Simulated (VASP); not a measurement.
# Co (Fm-3m) in VASP: notebook

The runs below take Co through single point, with RPBE.

All numbers are computed with VASP 6.6.1; they aren't measurements. Logs are shortened: lines on timing, memory, paths and dates and some standing lists are left out, and cuts for length are marked.

## (1) The cell of the first run

It takes space group Fm-3m (No. 225, cubic). Conventional cell: a = 3.486 Å, b = 3.486 Å, c = 3.486 Å, α = 90.00°, β = 90.00°, γ = 90.00°. Co (site symmetry m-3m) has 12 Co at 2.46 Å within 3.3 Å.

## (2) Single point, RPBE

Input file INCAR:

```
PREC = Accurate ; ENCUT = 600
EDIFF = 1E-6 ; ISMEAR = -1
SIGMA = 0.1 ; LREAL = F
LASPH = T ; NELM = 120
ALGO = Normal ; ISIF = 2
LWAVE = F ; LCHARG = F
GGA = RP ; NBANDS = 10
GGA_COMPAT = F
```

Input file KPOINTS:

```
Automatic mesh
0
Gamma
  17 17 17
```

Input file POSCAR:

```
Co
1.0
    0.0000000000      1.7427815101      1.7427815101
    1.7427815101      0.0000000000      1.7427815101
    1.7427815101      1.7427815101      0.0000000000
Co
1
Direct
    0.0000000000      0.0000000000      0.0000000000
```

Potentials or basis: VASP PAW PBE potentials, release 64 (Co).

Started as:

```
> cat potpaw_PBE.64/Co/POTCAR > POTCAR
> mpirun -np 1 vasp_std > vasp.out
```

OUTCAR:

```text
PREC = Accurate
   ENCUT = 600
   EDIFF = 1E-6
   ISMEAR = -1
   LREAL = F
   LASPH = T
   NELM = 120
   ISIF = 2
   GGA = RP

 ion  position               nearest neighbor table
   1  0.000  0.000  0.000-

  LATTYP: Found a face centered cubic cell.
 ALAT       =     3.4855630202

  Lattice vectors:

 A1 = (   0.0000000000,   1.7427815101,   1.7427815101)
 A2 = (   1.7427815101,   0.0000000000,   1.7427815101)
 A3 = (   1.7427815101,   1.7427815101,   0.0000000000)

Analysis of symmetry for initial positions (statically):
=====================================================================
 Subroutine PRICEL returns:
 Original cell was already a primitive cell.

 Routine SETGRP: Setting up the symmetry group for a
 face centered cubic supercell.

 Subroutine GETGRP returns: Found 48 space group operations
 (whereof 48 operations were pure point group operations)
 out of a pool of 48 trial point group operations.

The static configuration has the point symmetry O_h .

Analysis of symmetry for dynamics (positions and initial velocities):
=====================================================================
 Subroutine PRICEL returns:
 Original cell was already a primitive cell.

 Routine SETGRP: Setting up the symmetry group for a
 face centered cubic supercell.

 Subroutine GETGRP returns: Found 48 space group operations
 (whereof 48 operations were pure point group operations)
 out of a pool of 48 trial point group operations.

The dynamic configuration has the point symmetry O_h .

 Subroutine INISYM returns: Found 48 space group operations
 (whereof 48 operations are pure point group operations),
 and found     1 'primitive' translations

----------------------------------------------------------------------------------------

                                     Primitive cell

  volume of cell :      10.5867

  direct lattice vectors                    reciprocal lattice vectors
     0.000000000  1.742781510  1.742781510    -0.286897696  0.286897696  0.286897696
     1.742781510  0.000000000  1.742781510     0.286897696 -0.286897696  0.286897696
     1.742781510  1.742781510  0.000000000     0.286897696  0.286897696 -0.286897696

  length of vectors
     2.464665248  2.464665248  2.464665248     0.496921386  0.496921386  0.496921386

  position of ions in fractional coordinates (direct lattice)
     0.000000000  0.000000000  0.000000000

  ion indices of the primitive-cell ions
   primitive index   ion index
                 1           1

----------------------------------------------------------------------------------------

 KPOINTS: Automatic mesh

Automatic generation of k-mesh.
 Grid dimensions read from file:
 generate k-points for:   17   17   17

 Generating k-lattice:

  Cartesian coordinates                     Fractional coordinates (reciprocal lattice)
    -0.016876335  0.016876335  0.016876335     0.058823529  0.000000000  0.000000000
     0.016876335 -0.016876335  0.016876335     0.000000000  0.058823529  0.000000000
     0.016876335  0.016876335 -0.016876335     0.000000000  0.000000000  0.058823529

  Length of vectors
     0.029230670  0.029230670  0.029230670

  Shift w.r.t. Gamma in fractional coordinates (k-lattice)
     0.000000000  0.000000000  0.000000000

 Subroutine IBZKPT returns following result:
 ===========================================

 Found    165 irreducible k-points:

 Following reciprocal coordinates:
            Coordinates               Weight
  0.000000  0.000000  0.000000      1.000000
  0.058824  0.000000  0.000000      8.000000
  0.117647  0.000000  0.000000      8.000000
  0.176471  0.000000  0.000000      8.000000
  0.235294  0.000000  0.000000      8.000000
  0.294118  0.000000  0.000000      8.000000
[... 16 lines left out ...]
 -0.176471  0.058824  0.000000     24.000000
 -0.117647  0.058824  0.000000     24.000000
 [... further k-points ...]
   k-points           NKPTS =    165   k-points in BZ     NKDIM =    165   number of bands    NBANDS=     10
   number of dos      NEDOS =    301   number of ions     NIONS =      1
   total plane-waves  NPLWV =   8000
   dimension x,y,z NGX =    20 NGY =   20 NGZ =   20
   dimension x,y,z NGXF=    40 NGYF=   40 NGZF=   40
   ions per type =               1
   NGX,Y,Z   is equivalent  to a cutoff of  13.49, 13.49, 13.49 a.u.
   NGXF,Y,Z  is equivalent  to a cutoff of  26.98, 26.98, 26.98 a.u.
 SYSTEM =  unknown system
   PREC   = accura    normal or accurate (medium, high low for compatibility)
   ISTART =      0    job   : 0-new  1-cont  2-samecut
   ICHARG =      2    charge: 1-file 2-atom 10-const
   ISPIN  =      1    spin polarized calculation?
   LNONCOLLINEAR =      F non collinear calculations
   LSORBIT =      F    spin-orbit coupling
   LASPH  =      T    aspherical Exc in radial PAW
   ENCUT  =  600.0 eV  44.10 Ry    6.64 a.u.   4.92  4.92  4.92*2*pi/ulx,y,z
   NELM   =    120;   NELMIN=  2; NELMDL= -5     # of ELM steps
   EDIFF  = 0.1E-05   stopping-criterion for ELM
   LREAL  =      F    real-space projection
   EDIFFG = 0.1E-04   stopping-criterion for IOM
   NSW    =      0    number of steps for IOM
   IBRION =     -1    ionic relax: 0-MD 1-quasi-New 2-CG
   NFREE  =      0    steps in history (QN), initial steepest desc. (CG)
   ISIF   =      2    stress and relaxation
   ISYM   =      2    0-nonsym 1-usesym 2-fastsym
   POTIM  = 0.5000    time-step for ionic-motion
   TEBEG  =    0.0;   TEEND  =   0.0 temperature during run
   PSTRESS=    0.0 pullay stress
   NELECT =       9.0000    total number of electrons
   NUPDOWN=      -1.0000    fix difference up-down
   EMIN   =  10.00;   EMAX   =-10.00  energy-range for DOS
   EFERMI =   0.00;   METHOD = LEGACY
   ISMEAR =    -1;   SIGMA  =   0.10  broadening in eV -4-tet -1-fermi 0-gaus
   EFERMI_NEDOS =   21; number of points for ismear=-14 and -15
   IALGO  =     38    algorithm
   IMIX   =      4    mixing-type and parameters
     AMIX     =   0.40;   BMIX     =  1.00
     AMIX_MAG =   1.60;   BMIX_MAG =  1.00
  volume/ion in A,a.u.               =      10.59        71.44
  Fermi-wavevector in a.u.,A,eV,Ry     =   1.550849  2.930679 32.723797  2.405131
  Thomas-Fermi vector in A             =   2.655453
   LORBIT       =      0    0 simple, 1 ext, 2 COOP (PROOUT), +10 PAW based schemes
   GGA     = RP    functional components
   LHFCALC =     F    Hartree Fock is set to
   AEXX    =    0.0000 exact exchange contribution
   IVDW    =     0    specifies the selected vdW correction
   LEPSILON=     F    determine dielectric tensor
   LRPA    =     F    only Hartree local field effects (RPA)
 non-spin polarized calculation
  energy-cutoff  :      600.00
  volume of cell :       10.59
 maximum number of plane-waves:       365
   NGX =  9   NGY =  9   NGZ =  9

 number of electron       8.9999995 magnetization

 Free energy of the ion-electron system (eV)
  ---------------------------------------------------
  ext. energy  EPLUGINS =         0.00000000
  ---------------------------------------------------
  free energy    TOTEN  =        -6.31711664 eV

  energy without entropy =       -6.23729535  energy(sigma->0) =       -6.27720599

 E-fermi :  10.5854     XC(G=0): -13.4585

 val. band max:       10.5804333918   @ k =   0.4118   0.2353   0.0588
 cond. band min:      10.5941080933   @ k =  -0.2941   0.3529   0.0588
 fundamental gap:      0.0136747015
 Fermi energy:        10.5853600145

 k-point     1 :       0.0000    0.0000    0.0000
  band No.  band energies     occupation
      1       1.6814      2.00000
      2       8.7569      2.00000
      3       8.7569      2.00000
      4       8.7569      2.00000
      5      10.0432      1.99120
      6      10.0432      1.99120
      7      33.8727      0.00000
      8      38.7114      0.00000
      9      38.7114      0.00000
     10      38.7114      0.00000

 k-point     2 :       0.0588    0.0000    0.0000
  band No.  band energies     occupation
      1       1.8219      2.00000
      2       8.7118      2.00000
      3       8.7929      2.00000
      4       8.7929      2.00000
      5      10.0267      1.99253
      6      10.0267      1.99253
      7      33.6246      0.00000
      8      37.0345      0.00000
      9      38.4865      0.00000
     10      38.4865      0.00000

 k-point     3 :       0.1176    0.0000    0.0000
  band No.  band energies     occupation
      1       2.2355      2.00000
      2       8.5909      2.00000
      3       8.8845      2.00000
      4       8.8845      2.00000
      5       9.9938      1.99462
      6       9.9938      1.99462
      7      32.1916      0.00000
      8      35.4131      0.00000
      9      38.0178      0.00000
     10      38.0178      0.00000

 k-point     4 :       0.1765    0.0000    0.0000
  band No.  band energies     occupation
      1       2.8948      2.00000
      2       8.4367      2.00000
      3       8.9776      2.00000
      4       8.9776      2.00000
      5       9.9977      1.99441
      6       9.9977      1.99441
      7      29.5328      0.00000
      8      34.8278      0.00000
      9      37.5401      0.00000
     10      37.5401      0.00000

 k-point     5 :       0.2353    0.0000    0.0000
  band No.  band energies     occupation
      1       3.7394      2.00000
      2       8.3236      2.00000
      3       8.9983      2.00000
      4       8.9983      2.00000
      5      10.1069      1.98342
      6      10.1069      1.98342
      7      26.6644      0.00000
      8      34.3244      0.00000
      9      37.1368      0.00000
     10      37.1368      0.00000

 k-point     6 :       0.2941    0.0000    0.0000
  band No.  band energies     occupation
      1       4.6417      2.00000
      2       8.3783      2.00000
      3       8.9339      2.00000
      4       8.9339      2.00000
      5      10.3222      1.86578
      6      10.3222      1.86578
      7      23.8933      0.00000
      8      33.7350      0.00000
      9      36.8250      0.00000
     10      36.8250      0.00000

 k-point     7 :       0.3529    0.0000    0.0000
  band No.  band energies     occupation
      1       5.3744      2.00000
      2       8.7897      2.00000
      3       8.8347      2.00000
      4       8.8347      2.00000
      5      10.5719      1.06744
      6      10.5719      1.06744
      7      21.3452      0.00000
      8      33.1643      0.00000
      9      36.6010      0.00000
     10      36.6010      0.00000

 k-point     8 :       0.4118    0.0000    0.0000
  band No.  band energies     occupation
      1       5.7654      2.00000
      2       8.7470      2.00000
      3       8.7471      2.00000
      4       9.6006      1.99989
      5      10.7828      0.24379
      6      10.7828      0.24379
      7      19.1898      0.00000
      8      32.7256      0.00000
      9      36.4567      0.00000
     10      36.4567      0.00000

 k-point     9 :       0.4706    0.0000    0.0000
  band No.  band energies     occupation
      1       5.8993      2.00000
      2       8.6973      2.00000
      3       8.6973      2.00000
      4      10.3689      1.79409
      5      10.9024      0.08059
      6      10.9024      0.08059
      7      17.8060      0.00000
      8      32.4901      0.00000
      9      36.3858      0.00000
     10      36.3858      0.00000
[... 118 lines left out ...]
 k-point    19 :      -0.4118    0.0588    0.0000
  band No.  band energies     occupation
      1       5.9205      2.00000
      2       8.6596      2.00000
      3       8.7756      2.00000
      4       9.5287      1.99995
      5      10.7561      0.30709
      6      11.3729      0.00076
      7      18.6565      0.00000
      8      31.9805      0.00000
      9      34.9956      0.00000
     10      36.4165      0.00000

 k-point    20 :      -0.3529    0.0588    0.0000
  band No.  band energies     occupation
      1       5.6395      2.00000
      2       8.7468      2.00000
      3       8.8490      2.00000
      4       8.8580      2.00000
      5      10.5207      1.31245
      6      11.0023      0.03046
      7      20.6388      0.00000
      8      32.1441      0.00000
      9      35.1935      0.00000
     10      37.5650      0.00000

 k-point    21 :      -0.2941    0.0588    0.0000
  band No.  band energies     occupation
      1       5.0205      2.00000
      2       8.3719      2.00000
      3       8.8668      2.00000
      4       8.9516      2.00000
      5      10.2392      1.93916
      6      10.6826      0.54878
      7      23.0937      0.00000
      8      32.4296      0.00000
      9      35.6891      0.00000
     10      38.7322      0.00000

 k-point    22 :      -0.2353    0.0588    0.0000
  band No.  band energies     occupation
      1       4.1517      2.00000
      2       8.2497      2.00000
      3       8.9666      2.00000
      4       9.0425      2.00000
      5       9.9830      1.99517
      6      10.4020      1.72449
      7      25.8097      0.00000
      8      32.8128      0.00000
      9      36.3528      0.00000
     10      39.0759      0.00000

 k-point    23 :      -0.1765    0.0588    0.0000
  band No.  band energies     occupation
      1       3.2747      2.00000
      2       8.3339      2.00000
      3       9.0050      2.00000
      4       9.0498      2.00000
      5       9.8476      1.99875
      6      10.1962      1.95999
      7      28.6640      0.00000
      8      33.2859      0.00000
      9      36.9441      0.00000
     10      39.2616      0.00000

 k-point    24 :      -0.1176    0.0588    0.0000
  band No.  band energies     occupation
      1       2.5497      2.00000
      2       8.4878      2.00000
      3       8.9536      2.00000
      4       8.9571      2.00000
      5       9.8658      1.99850
      6      10.0934      1.98550
      7      31.4299      0.00000
      8      33.9528      0.00000
      9      37.2299      0.00000
     10      39.4057      0.00000

 [... further k-points ...]
[... 5 lines left out ...]
  --------------------------------------------------------------------------------------
  -------------------------------------------------------------------------------------
  Total       -0.0359708     -0.0359708     -0.0359708     -0.0000000      0.0000000      0.0000000
  in kB       -5.4437916     -5.4437916     -5.4437916     -0.0000000      0.0000000      0.0000000
  external PRESSURE =      -5.4437916 kB  Pullay stress =       0.0000000 kB

 VOLUME and BASIS-vectors are now :
 -----------------------------------------------------------------------------
  energy-cutoff  :      600.00
  volume of cell :       10.59
      direct lattice vectors                 reciprocal lattice vectors
     0.000000000  1.742781510  1.742781510    -0.286897696  0.286897696  0.286897696
     1.742781510  0.000000000  1.742781510     0.286897696 -0.286897696  0.286897696
     1.742781510  1.742781510  0.000000000     0.286897696  0.286897696 -0.286897696

 POSITION                                       TOTAL-FORCE (eV/Angst)
 -----------------------------------------------------------------------------------
      0.00000      0.00000      0.00000         0.000000      0.000000     -0.000000
 -----------------------------------------------------------------------------------
    total drift:                                0.000000      0.000000      0.000000

  FREE ENERGIE OF THE ION-ELECTRON SYSTEM (eV)
  ---------------------------------------------------
  free  energy   TOTEN  =        -6.3171166367 eV

  energy  without entropy=       -6.2372953460  energy(sigma->0) =       -6.27720599
```

Run time: 27 s. Hardware: 1 thread of Intel Xeon 8259CL, shared host; peak memory 0.14 GiB.

Results:

```yaml
Free_energy: -6.3171 eV
Pressure: -0.5 GPa
```

Caveat: the PAW data sets were made with another functional, which shifts forces and pressure a little; the run has no spin polarisation, though such a crystal can be magnetic.

## (3) Single point, RPBE (volume scaled by 1.04)

Input file INCAR:

```
SYSTEM = Co
ALGO     = Normal         ! electronic algorithm
EDIFF    = 1E-6           ! SCF threshold, eV
ENCUT    = 600            ! plane-wave cutoff, eV
GGA      = RP             ! functional
GGA_COMPAT= .False.      
ISIF     = 2              ! what is computed and relaxed
ISMEAR   = -1             ! smearing method
LASPH    = .True.         ! aspherical terms in the spheres
LCHARG   = .False.        ! write CHGCAR
LREAL    = .False.        ! projectors in reciprocal space
LWAVE    = .False.        ! write WAVECAR
NBANDS   = 10             ! bands
NELM     = 120            ! most SCF steps
PREC     = Accurate       ! precision mode
SIGMA    = 0.1            ! smearing width, eV
```

Input file KPOINTS:

```
k-points
0
Gamma
  17 17 17
  0 0 0
```

Input file POSCAR:

```
Co
1.0
    0.0000000000      1.7657154757      1.7657154757
    1.7657154757      0.0000000000      1.7657154757
    1.7657154757      1.7657154757      0.0000000000
Co
1
Direct
    0.0000000000      0.0000000000      0.0000000000
```

Potentials or basis: VASP PAW PBE potentials, release 64 (Co).

Started as:

```
> cat potpaw_PBE.64/Co/POTCAR > POTCAR
> mpirun -np 1 vasp_std > vasp.out
```

It took 28 s on 1 thread of Intel Xeon 8259CL, shared host; peak memory 0.14 GiB.

The run converged. Its results:

```yaml
Free_energy: -6.3048 eV
Pressure: -8.6 GPa
```

Levels at points of the mesh, in eV from the Fermi level:
| k point | band 2 | band 3 | band 4 | band 5 | band 6 | band 7 |
| --- | --- | --- | --- | --- | --- | --- |
| (0.00, 0.00, 0.00) | -1.72 | -1.72 | -1.72 | -0.51 | -0.51 | 22.98 |

Caveat: the PAW data sets were made with another functional, which shifts forces and pressure a little; the run has no spin polarisation, though such a crystal can be magnetic. Spin polarisation is off, so any magnetic state and its effect on volume and gap are missing.

## (4) Single point, RPBE (volume scaled by 1.08)

Input file INCAR:

```
SYSTEM = Co
PREC = Accurate
ENCUT = 600
EDIFF = 1E-6
ISMEAR = -1
SIGMA = 0.1
LREAL = .False.
LASPH = .True.
NELM = 120
ALGO = Normal
ISIF = 2
LWAVE = .False.
LCHARG = .True.
GGA = RP
LELF = .True.
LVHAR = .True.
NBANDS = 10
GGA_COMPAT = .False.
```

Input file KPOINTS:

```
Automatic mesh
0
Gamma
  17 17 17
  0 0 0
```

Input file POSCAR:

```
Co
1.0
    0.0000000000      1.7880686775      1.7880686775
    1.7880686775      0.0000000000      1.7880686775
    1.7880686775      1.7880686775      0.0000000000
Co
1
Direct
    0.0000000000      0.0000000000      0.0000000000
```

Started as:

```
> cat potpaw_PBE.64/Co/POTCAR > POTCAR
> mpirun -np 1 vasp_std > vasp.out
```

It took 32 s on 1 thread of Intel Xeon 8259CL, shared host; peak memory 0.14 GiB.

Results (log left out):

```
Free energy : -6.2735 eV
Pressure    : -14.9 GPa
```

Levels at points of the mesh, in eV from the Fermi level:
```tsv
k point	band 1	band 2	band 3	band 4	band 5	band 6	band 7	band 8
(0.00, 0.00, 0.00)	-8.40	-1.63	-1.63	-1.63	-0.48	-0.48	22.67	26.95
```

Caveat: the PAW data sets were made with another functional, which shifts forces and pressure a little; the run has no spin polarisation, though such a crystal can be magnetic. Spin polarisation is off, so any magnetic state and its effect on volume and gap are missing.

## (5) Summary

```csv
cell,gap on the mesh (eV),pressure (GPa)
"a = 2.465 Å, angles 60.0°, 1 atom",none,-0.5
"a = 2.497 Å, angles 60.0°, 1 atom",none,-8.6
"a = 2.529 Å, angles 60.0°, 1 atom",none,-14.9
```

Alike in all rows: task single point; level RPBE; potentials or basis VASP PAW PBE potentials, release 64 (Co); no spin polarisation; k mesh 17 × 17 × 17; cutoff (eV) 600; smearing fermi-dirac 0.1 eV.

Caveats: the PAW data sets were made with another functional, which shifts forces and pressure a little; the run has no spin polarisation, though such a crystal can be magnetic.

Absolute energies hang on the potentials; compare differences alone.
